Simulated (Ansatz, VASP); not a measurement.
# One calculation of CuI, two programs

File POSCAR:

```
CuI
1.0
    0.0000000000      2.9816160957      2.9816160957
    2.9816160957      0.0000000000      2.9816160957
    2.9816160957      2.9816160957      0.0000000000
Cu I
1 1
Direct
    0.2500000000      0.2500000000      0.2500000000
    0.0000000000      0.0000000000      0.0000000000
```

Contents of INCAR.step1:

```
ALGO     = Normal         # electronic algorithm
EDIFF    = 1E-4           # SCF threshold, eV
ENCUT    = 520            # plane-wave cutoff, eV
GGA      = PE             # functional
ISMEAR   = 0              # smearing method
LASPH    = T              # aspherical terms in the spheres
LCHARG   = F              # write CHGCAR
LREAL    = F              # projectors in reciprocal space
LWAVE    = T              # write WAVECAR
NBANDS   = 16             # bands
NELM     = 60             # most SCF steps
PREC     = Accurate       # precision mode
SIGMA    = 0.01           # smearing width, eV
```

The input INCAR.step2:

```
ALGO     = Normal         # electronic algorithm
EDIFF    = 1E-7           # SCF threshold, eV
ENCUT    = 520            # plane-wave cutoff, eV
ISIF     = 2              # what is computed and relaxed
ISMEAR   = 0              # smearing method
ISTART   = 1            
LASPH    = T              # aspherical terms in the spheres
LCHARG   = T              # write CHGCAR
LELF     = T              # ELF
LMIXTAU  = T            
LREAL    = F              # projectors in reciprocal space
LVHAR    = T            
LWAVE    = F              # write WAVECAR
METAGGA  = R2SCAN         # meta-GGA
NBANDS   = 16             # bands
NELM     = 60             # most SCF steps
PREC     = Accurate       # precision mode
SIGMA    = 0.01           # smearing width, eV
```

Contents of KPOINTS:

```
k-points
0
Gamma
  6 6 6
```

Input for Ansatz:

```yaml
crystal:
  lattice:
    - [0.0, 2.9816160957, 2.9816160957]
    - [2.9816160957, 0.0, 2.9816160957]
    - [2.9816160957, 2.9816160957, 0.0]
  atoms:
    - { symbol: Cu, position: [0.25, 0.25, 0.25] }
    - { symbol: I, position: [0.0, 0.0, 0.0] }
kpoints:
  mp_grid: { grid: [6, 6, 6] }
hamiltonian:
  xc: r2scan
scf:
  occupations: { method: fixed }
  n_extra_bands: 4
output:
  forces: true
  stress: true
  eigenvalues: true
```

Alike in both runs: task single point; functional r2SCAN; k mesh 6 × 6 × 6; no spin polarisation.

|  | VASP | Ansatz |
| --- | --- | --- |
| version | VASP 6.6.1 | Ansatz 0.2.0 |
| potentials or method | VASP PAW PBE potentials, release 64 (Cu, I) | plane waves, PAW |
| plane-wave cutoff (eV) | 520 | 500 |
| occupations | gaussian, width 0.01 eV | fixed |
| valence electrons in the cell | 18 | 36 |

```csv
,VASP,Ansatz,Ansatz less VASP
gap on the k mesh at the Fermi level (eV),1.77,1.76,-0.006
pressure (GPa),1.4,1.4,+0.03
```

VASP's potentials were made for PBE, not for r2SCAN. VASP's potentials hold 18 valence electrons a cell and Ansatz's 36, so a difference there can come from the potentials and not from the codes.

Neither program's run includes spin-orbit coupling.
